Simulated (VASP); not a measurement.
Wanted: the native input for a VASP 6.6.1 run.

* Task: single point
* Functional: PBE
* Potentials or basis: VASP PAW PBE potentials, release 64 (Rh_pv)
* Cutoff: 520 eV
* k mesh: 26 × 26 × 26
* Occupations: gaussian, width 0.15 eV
* Spin: no spin polarisation
* Dipole correction: no
* Further INCAR settings: ALGO = Fast; EDIFF = 1e-06; NBANDS = 14

The structure of Rh lies in POSCAR:

```
Rh
1.0
    0.0000000000      1.9628395468      1.9149654115
    1.9149654115      0.0000000000      1.9149654115
    1.9149654115      1.9628395468      0.0000000000
Rh
1
Direct
    0.0000000000      0.0000000000      0.0000000000
```

This cell differs from its parent crystal: strain +0.0250 x Voigt [0, 1, 0, 0, 0, 0].

These files were run (other wordings do the same):

INCAR

```
SYSTEM = Rh
  PREC = Accurate
  ENCUT = 520
  EDIFF = 1E-6
  ISMEAR = 0
  SIGMA = 0.15
  LREAL = .False.
  LASPH = .True.
  NELM = 80
  ALGO = Fast
  ISIF = 2
  LWAVE = .False.
  LCHARG = .False.
  GGA = PE
  NBANDS = 14
```

KPOINTS

```
Automatic mesh
0
Gamma
  26 26 26
  0 0 0
```

Potentials or basis: VASP PAW PBE potentials, release 64 (Rh_pv).

Command:

```sh
$ cat potpaw_PBE.64/Rh_pv/POTCAR > POTCAR
$ mpirun -np 1 vasp_std > vasp.out
```

Results of the run:

The pressure is -5.8 GPa and the band gap on the k mesh is zero (an odd number of electrons rules out a gap without spin polarisation).

Caveat: the cell differs from its parent crystal (strain +0.0250 x Voigt [0, 1, 0, 0, 0, 0]); the cell stands under tension.

It took 2.7 min on 1 thread of Intel(R) Xeon(R) Platinum 8259CL CPU @ 2.50GHz (Skylake/Cascade Lake) (shared host), peak memory 0.34 GiB.
